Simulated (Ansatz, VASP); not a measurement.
## Ir3F: VASP beside Ansatz

```
CELL_PARAMETERS angstrom
3.84340 0.00000 0.00000
0.00000 3.84340 0.00000
0.00000 0.00000 3.84340
ATOMIC_POSITIONS crystal
Ir 0.00000 0.50000 0.50000
Ir 0.50000 0.00000 0.50000
Ir 0.50000 0.50000 0.00000
F 0.00000 0.00000 0.00000
```

Alike in both runs: functional PBE; k mesh 12 × 12 × 12; occupations gaussian, width 0.1 eV; collinear spin.

Ansatz relaxed the structure, and its values are those at the end. VASP's run is a single point on that final structure, the one shown.

```csv
,VASP,Ansatz
version,VASP 6.6.1,Ansatz 0.2.0
potentials or method,"VASP PAW PBE potentials, release 64 (Ir, F), cutoff 520 eV","scalar-relativistic, plane waves, PAW"
valence electrons in the cell,34,58
```

```tsv
	VASP	Ansatz	Ansatz less VASP
gap on the k mesh at the Fermi level (eV)	none	none	-
pressure (GPa)	0.1	0.0	-0.07
net moment per atom (μB)	0.59	0.59	-0.003
size of the moment on the site where the two differ most (μB)	0.70	0.64	-0.054
```

Site moments also hang on the region over which each program counts them. A gap of «none» marks a metal or a gap that the smearing closes. VASP's potentials hold 34 valence electrons a cell and Ansatz's 58, so a difference there can come from the potentials and not from the codes.

Spin-orbit coupling is off throughout.
